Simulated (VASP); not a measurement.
# CuAs (P6_3/mmc) in VASP: notebook

Runs on CuAs. Level: LDA. Tasks: single point.

Program: VASP 6.6.1. These are calculated values, not measurements. Logs are shortened: lines on timing, memory, paths and dates and some standing lists are left out, and cuts for length are marked.

## Step 1: The cell of the first run

It takes space group P6_3/mmc (No. 194, hexagonal). The conventional cell has a = 3.603 Å, b = 3.603 Å, c = 5.117 Å, α = 90.00°, β = 90.00°, γ = 120.00°. Cu (site symmetry -3m) has 6 As at 2.44 Å and 2 Cu at 2.56 Å within 3.2 Å. As (site symmetry -6m2) has 6 Cu at 2.44 Å within 3.2 Å.

## Step 2: Single point, LDA

File INCAR:

```
SYSTEM = CuAs
PREC = Accurate ; ENCUT = 520
EDIFF = 1E-6 ; ISMEAR = 0
SIGMA = 0.15 ; LREAL = .FALSE.
LASPH = .TRUE. ; NELM = 60
ALGO = Normal ; ISIF = 2
LWAVE = .FALSE. ; LCHARG = .TRUE.
LELF = .TRUE. ; LVHAR = .TRUE.
NBANDS = 24
```

File KPOINTS:

```
regular mesh
0
G
  12 12 8
  0 0 0
```

File POSCAR:

```
CuAs
1.0
    3.6033000000      0.0000000000      0.0000000000
   -1.8016500000      3.1205493375      0.0000000000
    0.0000000000      0.0000000000      5.1171000000
Cu As
2 2
Direct
    0.0000000000      0.0000000000      0.5000000000
    0.0000000000      0.0000000000      0.0000000000
    0.6666666667      0.3333333333      0.7500000000
    0.3333333333      0.6666666667      0.2500000000
```

Potentials or basis: VASP PAW LDA potentials, release 64 (Cu, As).

On the command line:

```console
$ cat potpaw_LDA.64/Cu/POTCAR potpaw_LDA.64/As/POTCAR > POTCAR
$ mpirun -np 1 vasp_std > vasp.out
```

OUTCAR:

```text
SYSTEM = CuAs
   PREC = Accurate
   ENCUT = 520
   EDIFF = 1E-6
   ISMEAR = 0
   LREAL = .FALSE.
   LASPH = .TRUE.
   NELM = 60
   ISIF = 2

 ion  position               nearest neighbor table
   1  0.000  0.000  0.500-   3 2.44   4 2.44   3 2.44   4 2.44   3 2.44   4 2.44   2 2.56   2 2.56

   2  0.000  0.000  0.000-   3 2.44   4 2.44   3 2.44   4 2.44   3 2.44   4 2.44   1 2.56   1 2.56

   3  0.667  0.333  0.750-   1 2.44   2 2.44   1 2.44   2 2.44   1 2.44   2 2.44
   4  0.333  0.667  0.250-   1 2.44   2 2.44   1 2.44   2 2.44   1 2.44   2 2.44

  LATTYP: Found a hexagonal cell.
 ALAT       =     3.6033000000
 C/A-ratio  =     1.4201148947

  Lattice vectors:

 A1 = (   3.6033000000,   0.0000000000,   0.0000000000)
 A2 = (  -1.8016500000,   3.1205493375,   0.0000000000)
 A3 = (   0.0000000000,   0.0000000000,   5.1171000000)

Analysis of symmetry for initial positions (statically):
=====================================================================
 Subroutine PRICEL returns:
 Original cell was already a primitive cell.

 Routine SETGRP: Setting up the symmetry group for a
 hexagonal supercell.

 Subroutine GETGRP returns: Found 24 space group operations
 (whereof 12 operations were pure point group operations)
 out of a pool of 24 trial point group operations.

The static configuration has the point symmetry D_3d.
 The point group associated with its full space group is D_6h.

Analysis of symmetry for dynamics (positions and initial velocities):
=====================================================================
 Subroutine PRICEL returns:
 Original cell was already a primitive cell.

 Routine SETGRP: Setting up the symmetry group for a
 hexagonal supercell.

 Subroutine GETGRP returns: Found 24 space group operations
 (whereof 12 operations were pure point group operations)
 out of a pool of 24 trial point group operations.

The dynamic configuration has the point symmetry D_3d.
 The point group associated with its full space group is D_6h.

 Subroutine INISYM returns: Found 24 space group operations
 (whereof 12 operations are pure point group operations),
 and found     1 'primitive' translations

----------------------------------------------------------------------------------------

                                     Primitive cell

  volume of cell :      57.5381

  direct lattice vectors                    reciprocal lattice vectors
     3.603300000  0.000000000  0.000000000     0.277523381  0.160228199  0.000000000
    -1.801650000  3.120549337  0.000000000     0.000000000  0.320456398  0.000000000
     0.000000000  0.000000000  5.117100000     0.000000000  0.000000000  0.195423189

  length of vectors
     3.603300000  3.603300000  5.117100000     0.320456398  0.320456398  0.195423189

  position of ions in fractional coordinates (direct lattice)
     0.000000000  0.000000000  0.500000000
     0.000000000  0.000000000  0.000000000
     0.666666667  0.333333333  0.750000000
     0.333333333  0.666666667  0.250000000

  ion indices of the primitive-cell ions
   primitive index   ion index
                 1           1
                 2           2
                 3           3
                 4           4

----------------------------------------------------------------------------------------

 KPOINTS: regular mesh

Automatic generation of k-mesh.
 Grid dimensions read from file:
 generate k-points for:   12   12    8

 Generating k-lattice:

  Cartesian coordinates                     Fractional coordinates (reciprocal lattice)
     0.023126948  0.013352350  0.000000000     0.083333333  0.000000000  0.000000000
     0.000000000  0.026704700  0.000000000     0.000000000  0.083333333  0.000000000
     0.000000000  0.000000000  0.024427899     0.000000000  0.000000000  0.125000000

  Length of vectors
     0.026704700  0.026704700  0.024427899

  Shift w.r.t. Gamma in fractional coordinates (k-lattice)
     0.000000000  0.000000000  0.000000000

 Subroutine IBZKPT returns following result:
 ===========================================

 Found     95 irreducible k-points:

 Following reciprocal coordinates:
            Coordinates               Weight
  0.000000  0.000000  0.000000      1.000000
  0.083333  0.000000  0.000000      6.000000
  0.166667 -0.000000  0.000000      6.000000
  0.250000  0.000000  0.000000      6.000000
  0.333333  0.000000  0.000000      6.000000
  0.416667  0.000000  0.000000      6.000000
[... 16 lines left out ...]
  0.250000  0.000000  0.125000     12.000000
  0.333333  0.000000  0.125000     12.000000
 [... further k-points ...]
   k-points           NKPTS =     95   k-points in BZ     NKDIM =     95   number of bands    NBANDS=     24
   number of dos      NEDOS =    301   number of ions     NIONS =      4
   total plane-waves  NPLWV =  31360
   dimension x,y,z NGX =    28 NGY =   28 NGZ =   40
   dimension x,y,z NGXF=    56 NGYF=   56 NGZF=   80
   ions per type =               2   2
   NGX,Y,Z   is equivalent  to a cutoff of  12.92, 12.92, 13.00 a.u.
   NGXF,Y,Z  is equivalent  to a cutoff of  25.84, 25.84, 25.99 a.u.
 SYSTEM =  CuAs
   PREC   = accura    normal or accurate (medium, high low for compatibility)
   ISTART =      0    job   : 0-new  1-cont  2-samecut
   ICHARG =      2    charge: 1-file 2-atom 10-const
   ISPIN  =      1    spin polarized calculation?
   LNONCOLLINEAR =      F non collinear calculations
   LSORBIT =      F    spin-orbit coupling
   LASPH  =      T    aspherical Exc in radial PAW
   ENCUT  =  520.0 eV  38.22 Ry    6.18 a.u.   6.70  6.70  9.51*2*pi/ulx,y,z
   NELM   =     60;   NELMIN=  2; NELMDL= -5     # of ELM steps
   EDIFF  = 0.1E-05   stopping-criterion for ELM
   LREAL  =      F    real-space projection
   EDIFFG = 0.1E-04   stopping-criterion for IOM
   NSW    =      0    number of steps for IOM
   IBRION =     -1    ionic relax: 0-MD 1-quasi-New 2-CG
   NFREE  =      0    steps in history (QN), initial steepest desc. (CG)
   ISIF   =      2    stress and relaxation
   ISYM   =      2    0-nonsym 1-usesym 2-fastsym
   POTIM  = 0.5000    time-step for ionic-motion
   TEBEG  =    0.0;   TEEND  =   0.0 temperature during run
   PSTRESS=    0.0 pullay stress
   NELECT =      32.0000    total number of electrons
   NUPDOWN=      -1.0000    fix difference up-down
   EMIN   =  10.00;   EMAX   =-10.00  energy-range for DOS
   EFERMI =   0.00;   METHOD = LEGACY
   ISMEAR =     0;   SIGMA  =   0.15  broadening in eV -4-tet -1-fermi 0-gaus
   EFERMI_NEDOS =   21; number of points for ismear=-14 and -15
   IALGO  =     38    algorithm
   IMIX   =      4    mixing-type and parameters
     AMIX     =   0.40;   BMIX     =  1.00
     AMIX_MAG =   1.60;   BMIX_MAG =  1.00
  volume/ion in A,a.u.               =      14.38        97.07
  Fermi-wavevector in a.u.,A,eV,Ry     =   1.346293  2.544126 24.660638  1.812506
  Thomas-Fermi vector in A             =   2.474137
   LORBIT       =      0    0 simple, 1 ext, 2 COOP (PROOUT), +10 PAW based schemes
   GGA     = CA    functional components
   LHFCALC =     F    Hartree Fock is set to
   AEXX    =    0.0000 exact exchange contribution
   IVDW    =     0    specifies the selected vdW correction
   LEPSILON=     F    determine dielectric tensor
   LRPA    =     F    only Hartree local field effects (RPA)
 non-spin polarized calculation
 Gauss-broadening in eV      SIGMA  =   0.15
  energy-cutoff  :      520.00
  volume of cell :       57.54
 maximum number of plane-waves:      1578
 NGX is ok and might be reduce to    28
   NGX = 13   NGY = 13   NGZ = 19

 number of electron      31.9999976 magnetization

 Free energy of the ion-electron system (eV)
  ---------------------------------------------------
  ext. energy  EPLUGINS =         0.00000000
  ---------------------------------------------------
  free energy    TOTEN  =       -19.92578595 eV

  energy without entropy =      -19.90830067  energy(sigma->0) =      -19.91704331

 E-fermi :   7.8352     XC(G=0): -11.9711

 val. band max:        7.8243445692   @ k =   0.0833   0.0000   0.1250
 cond. band min:       7.8421476065   @ k =   0.0833   0.0833   0.3750
 fundamental gap:      0.0178030373
 Fermi energy:         7.8351871444

 k-point     1 :       0.0000    0.0000    0.0000
  band No.  band energies     occupation
      1      -6.6618      2.00000
      2      -2.9573      2.00000
      3       0.4764      2.00000
      4       2.4522      2.00000
      5       2.4522      2.00000
      6       2.9080      2.00000
[... 16 lines left out ...]
     23      17.1397      0.00000
     24      17.1397      0.00000

 k-point     2 :       0.0833    0.0000    0.0000
  band No.  band energies     occupation
      1      -6.5670      2.00000
      2      -2.9413      2.00000
      3       0.5819      2.00000
      4       2.4665      2.00000
      5       2.4685      2.00000
      6       2.8920      2.00000
[... 16 lines left out ...]
     23      16.0637      0.00000
     24      16.5039      0.00000

 k-point     3 :       0.1667   -0.0000    0.0000
  band No.  band energies     occupation
      1      -6.2862      2.00000
      2      -2.9055      2.00000
      3       0.8934      2.00000
      4       2.4951      2.00000
      5       2.5086      2.00000
      6       2.8107      2.00000
[... 16 lines left out ...]
     23      15.5425      0.00000
     24      15.5971      0.00000
[... 514 lines left out ...]
 k-point    23 :       0.2500    0.0000    0.1250
  band No.  band energies     occupation
      1      -5.7579      2.00000
      2      -3.0836      2.00000
      3       1.4172      2.00000
      4       2.3607      2.00000
      5       2.5839      2.00000
      6       2.8347      2.00000
[... 16 lines left out ...]
     23      16.2784      0.00000
     24      16.9905      0.00000

 k-point    24 :       0.3333    0.0000    0.1250
  band No.  band energies     occupation
      1      -5.1669      2.00000
      2      -3.0769      2.00000
      3       1.3343      2.00000
      4       1.9860      2.00000
      5       2.5949      2.00000
      6       2.9844      2.00000
[... 16 lines left out ...]
     23      17.7110      0.00000
     24      18.2829      0.00000

 [... further k-points ...]

------------------------ aborting loop because EDIFF is reached ----------------------------------------

  FORCE on cell =-STRESS in cart. coord.  units (eV):
  Direction    XX          YY          ZZ          XY          YZ          ZX
  --------------------------------------------------------------------------------------
  -------------------------------------------------------------------------------------
  Total        3.8153143      3.8153143      0.1374468      0.0000000     -0.0000000      0.0000000
  in kB      106.2393777    106.2393777      3.8272760      0.0000000     -0.0000000      0.0000000
  external PRESSURE =      72.1020104 kB  Pullay stress =       0.0000000 kB

 VOLUME and BASIS-vectors are now :
 -----------------------------------------------------------------------------
  energy-cutoff  :      520.00
  volume of cell :       57.54
      direct lattice vectors                 reciprocal lattice vectors
     3.603300000  0.000000000  0.000000000     0.277523381  0.160228199  0.000000000
    -1.801650000  3.120549337  0.000000000     0.000000000  0.320456398  0.000000000
     0.000000000  0.000000000  5.117100000     0.000000000  0.000000000  0.195423189

 POSITION                                       TOTAL-FORCE (eV/Angst)
 -----------------------------------------------------------------------------------
      0.00000      0.00000      2.55855         0.000000      0.000000      0.000000
      0.00000      0.00000      0.00000         0.000000      0.000000      0.000000
      1.80165      1.04018      3.83782        -0.000000     -0.000000     -0.000000
     -0.00000      2.08037      1.27927        -0.000000      0.000000      0.000000
 -----------------------------------------------------------------------------------
    total drift:                               -0.000000      0.000000     -0.000000

  FREE ENERGIE OF THE ION-ELECTRON SYSTEM (eV)
  ---------------------------------------------------
  free  energy   TOTEN  =       -19.9257859453 eV

  energy  without entropy=      -19.9083006699  energy(sigma->0) =      -19.91704331
```

Wall time 57 s (1 thread of Intel Xeon 6975P-C (Granite Rapids), shared host); peak memory 0.23 GiB.

Results:

| Property | Result |
| --- | --- |
| Free energy | -19.9258 eV |
| Pressure | 7.2 GPa |
| Band gap on the k mesh | zero (band 16 reaches 9.67 eV, above the bottom of band 17 at 6.95 eV) |

[end of part 1 of 2]
